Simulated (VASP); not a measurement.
Si:

```
CELL_PARAMETERS angstrom
0.00000 2.72185 2.72185
2.72185 0.00000 2.72185
2.72185 2.72185 0.00000
ATOMIC_POSITIONS crystal
Si 0.00000 0.00000 0.00000
Si 0.25000 0.25000 0.25000
```

```yaml
Program: VASP 6.6.1
Task: relaxation of cell and atoms
Functional: LDA
Potentials_or_basis: VASP PAW LDA potentials, release 64 (Si)
Cutoff: 500 eV
k_mesh: 8 × 8 × 8
Occupations: gaussian, width 0.02 eV
Spin: no spin polarisation
```

At the start: pressure -2.1 GPa; volume 20.16 Å³/atom.

Task: How do energy, volume and symmetry change on relaxing?

Result: Over 3 steps the energy falls by 3.0 meV/atom and the volume is 19.72 Å³/atom (-2.2 %); space group Fd-3m (No. 227, to 0.1 Å) before and after.

Step by step:
```
step  energy change (eV)  largest force (eV/Å)  pressure (GPa)  volume (Å³)
   1              0.0000                0.0000           -2.08        40.33
   2             -0.0030                0.0000            1.56        38.82
   3             -0.0060                0.0000            0.00        39.43
```

Final structure:
```cif
data_structure
_symmetry_space_group_name_H-M 'P 1'
_symmetry_Int_Tables_number 1
_cell_length_a 3.8205
_cell_length_b 3.8205
_cell_length_c 3.8205
_cell_angle_alpha 60.000
_cell_angle_beta 60.000
_cell_angle_gamma 60.000
_cell_volume 39.43
loop_
_atom_site_label
_atom_site_type_symbol
_atom_site_fract_x
_atom_site_fract_y
_atom_site_fract_z
_atom_site_occupancy
Si1 Si 0.00000 0.00000 0.00000 1
Si2 Si 0.25000 0.25000 0.25000 1
```
